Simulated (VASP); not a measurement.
Here is a VASP 6.6.1 calculation.

Contents of POSCAR:

```
AgCl
1.0
    3.4339730000      0.0000000000      0.0000000000
    0.0000000000      3.4339730000      0.0000000000
    0.0000000000      0.0000000000      3.4339730000
Ag Cl
1 1
Direct
    0.0000000000      0.0000000000      0.0000000000
    0.5000000000      0.5000000000      0.5000000000
```

The input INCAR.step1:

```
PREC = Accurate ; ENCUT = 520
EDIFF = 1E-5 ; ISMEAR = -1
SIGMA = 0.05 ; LREAL = F
LASPH = T ; NELM = 60
ALGO = Normal ; ISIF = 2
LWAVE = T ; LCHARG = F
GGA = PE ; NBANDS = 16
```

Contents of INCAR.step2:

```
PREC = Accurate ; ENCUT = 520
EDIFF = 1E-6 ; ISMEAR = -1
SIGMA = 0.05 ; LREAL = F
LASPH = T ; NELM = 60
ALGO = Normal ; ISIF = 2
LWAVE = F ; LCHARG = F
GGA = PE ; LHFCALC = T
AEXX = 0.3 ; HFSCREEN = 0.2
PRECFOCK = Normal ; ISTART = 1
NBANDS = 16
```

File KPOINTS:

```
Automatic mesh
0
Gamma
  4 4 4
```

Potentials or basis: VASP PAW PBE potentials, release 64 (Ag, Cl).

Run with:

```sh
$ cat potpaw_PBE.64/Ag/POTCAR potpaw_PBE.64/Cl/POTCAR > POTCAR
$ cp INCAR.step1 INCAR
$ mpirun -np 1 vasp_std > vasp.out
$ cp INCAR.step2 INCAR
$ mpirun -np 1 vasp_std > vasp.out
```

**Question.** Estimate the band gap on the k mesh.

**Answer.** 2.32 eV (least direct gap 3.77 eV).

**Question.** What does it give for the pressure?

**Answer.** -0.4 GPa.

Caveat: the k points lie up to 0.46 Å⁻¹ apart; the PAW data sets were made with another functional, which shifts forces and pressure a little. A k mesh can miss the band edges.
